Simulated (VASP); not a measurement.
Crystal: B.

```
B
1.0
     2.24313    0.00000    0.00000
     0.00000    3.88513    0.00000
     0.00000    0.00000    3.53438
B
4
Cartesian
  1.5029 3.1858 2.4741
  0.7402 0.6993 2.4741
  0.3813 2.6419 1.0603
  1.8618 1.2432 1.0603
```

* Program: VASP 6.6.1
* Task: relaxation of cell and atoms
* Functional: PBE
* Potentials or basis: VASP PAW PBE potentials, release 64 (B_h)
* Cutoff: 1230 eV
* k mesh: 8 × 4 × 6
* Occupations: gaussian, width 0.1 eV
* Spin: no spin polarisation

At the start: pressure -4.0 GPa; volume 7.70 Å³/atom.

Task: How do energy, volume and symmetry change on relaxing?

Result: Over 35 steps the energy falls by 1092.2 meV/atom and the volume is 7.80 Å³/atom (+1.4 %); space group P2_12_12 (No. 18, to 0.1 Å) before, Cmcm (No. 63, to 0.1 Å).

Step by step:
| step | energy change (eV) | largest force (eV/Å) | pressure (GPa) | volume (Å³) |
| --- | --- | --- | --- | --- |
| 1 | 0.0000 | 1.3878 | -3.98 | 30.80 |
| 2 | -0.9835 | 1.5370 | -14.37 | 29.81 |
| 3 | -0.8379 | 6.3235 | 45.94 | 25.94 |
| 4 | -1.3937 | 4.6420 | 13.19 | 27.44 |
| 5 | -1.5218 | 3.0687 | -7.27 | 28.72 |
| 6 | -1.5769 | 3.5301 | -1.97 | 28.32 |
| 7 | -1.9024 | 3.5225 | -0.16 | 27.99 |
| 8 | -2.4698 | 2.9106 | 10.23 | 27.05 |
| 9 | -1.0587 | 1.7742 | 95.56 | 24.46 |
| 10 | -2.6082 | 2.6129 | 19.29 | 26.63 |
| 11 | -2.5333 | 2.1474 | 47.77 | 25.62 |
| 12 | -2.7052 | 2.3526 | 29.56 | 26.21 |
| 13 | -2.6954 | 2.3042 | 34.96 | 26.03 |
| 14 | -3.0694 | 1.2582 | 21.65 | 27.12 |
| 15 | -3.3450 | 0.5621 | 6.85 | 29.25 |
| 16 | -3.3609 | 0.5179 | 4.59 | 29.78 |
| 17 | -3.3670 | 0.4927 | 2.67 | 30.38 |
| 18 | -3.4573 | 0.5422 | -2.40 | 30.68 |
| 19 | -3.5589 | 0.4384 | -13.53 | 31.51 |
| 20 | -3.5967 | 0.4421 | -13.53 | 31.44 |
| 21 | -3.7352 | 0.4962 | -13.99 | 31.23 |
| 22 | -3.9335 | 0.3320 | -10.13 | 30.72 |
| 23 | -4.0269 | 0.3360 | -5.16 | 30.28 |
| 24 | -4.1343 | 0.5252 | 8.26 | 29.26 |
| 25 | -4.1811 | 0.5772 | 7.53 | 29.52 |
| 26 | -4.2944 | 0.5501 | 6.48 | 30.26 |
| 27 | -4.1868 | 0.4642 | 8.62 | 31.69 |
| 28 | -4.3159 | 0.2723 | 6.44 | 30.77 |
| 29 | -4.3508 | 0.2588 | 0.35 | 31.51 |
| 30 | -4.3510 | 0.2731 | -0.16 | 31.58 |
| 31 | -4.3626 | 0.1827 | -0.48 | 31.47 |
| 32 | -4.3676 | 0.0899 | -0.74 | 31.34 |
| 33 | -4.3677 | 0.0855 | -0.75 | 31.34 |
| 34 | -4.3685 | 0.0495 | -0.05 | 31.26 |
| 35 | -4.3686 | 0.0333 | 0.34 | 31.22 |

Final structure:
```
CELL_PARAMETERS angstrom
1.64567 0.00000 0.00000
0.00000 6.67587 0.00000
0.00000 0.00000 2.84150
ATOMIC_POSITIONS crystal
B 0.73781 0.81160 0.74958
B 0.26219 0.18840 0.74958
B 0.23781 0.68840 0.25042
B 0.76219 0.31160 0.25042
```

Caveat: the k points lie up to 0.48 Å⁻¹ apart in the final cell, too coarse for converged energies and pressures of a metal; a cell axis changed by over 15 % at a fixed basis, so the end point is rough.
